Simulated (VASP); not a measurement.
**RbY2S2: single point with PBE**

RbY2S2:

```xyz
5
Lattice="6.5337 0.0000 0.0000 0.0000 6.5337 0.0000 0.0000 0.0000 5.1339" Properties=species:S:1:pos:R:3 pbc="T T T"
Rb    3.2668    3.2668    0.0000
Y     3.2668    0.0000    2.5669
Y     0.0000    3.2668    2.5669
S     3.2668    0.0000    0.0000
S     0.0000    3.2668    0.0000
```

The cell was generated, and may not be a known phase.

* Program: VASP 6.6.1
* Task: single point
* Functional: PBE
* Potentials or basis: VASP PAW PBE potentials, release 64 (Rb_sv, Y_sv, S)
* Cutoff: 520 eV
* k mesh: 6 × 6 × 8
* Occupations: gaussian, width 0.1 eV
* Spin: no spin polarisation
* Dipole correction: no
* Further INCAR settings: ALGO = Normal; EDIFF = 1e-07; NBANDS = 30

```json
{
 "Pressure": "0.0 GPa",
 "Band gap on the k mesh": "zero (an odd number of electrons rules out a gap without spin polarisation)"
}
```

Levels at points of the mesh, in eV from the Fermi level:
```csv
k point,band 18,band 19,band 20,band 21,band 22,band 23,band 24,band 25,band 26,band 27
"(0.00, 0.00, 0.00)",-2.29,-1.98,-1.98,-1.88,-0.04,0.10,0.62,0.62,1.34,1.34
"(0.50, 0.00, 0.00)",-2.37,-2.34,-2.26,-0.75,-0.20,0.78,0.81,0.83,1.00,1.06
"(0.50, 0.50, 0.00)",-2.41,-2.41,-1.83,-0.48,-0.48,0.67,0.71,0.75,1.29,1.29
"(0.00, 0.00, 0.50)",-2.94,-2.49,-2.49,-1.28,0.32,0.34,1.39,1.39,1.87,2.29
"(0.50, 0.00, 0.50)",-2.79,-2.78,-2.71,-0.49,-0.46,0.52,0.76,0.98,1.27,3.02
"(0.50, 0.50, 0.50)",-3.20,-2.92,-2.37,-0.45,-0.45,0.74,0.92,1.27,1.27,2.30
```

Run time: 3.2 min on 1 thread of Intel(R) Xeon(R) 6975P-C (Granite Rapids), with other jobs on the host, peak memory 0.53 GiB.
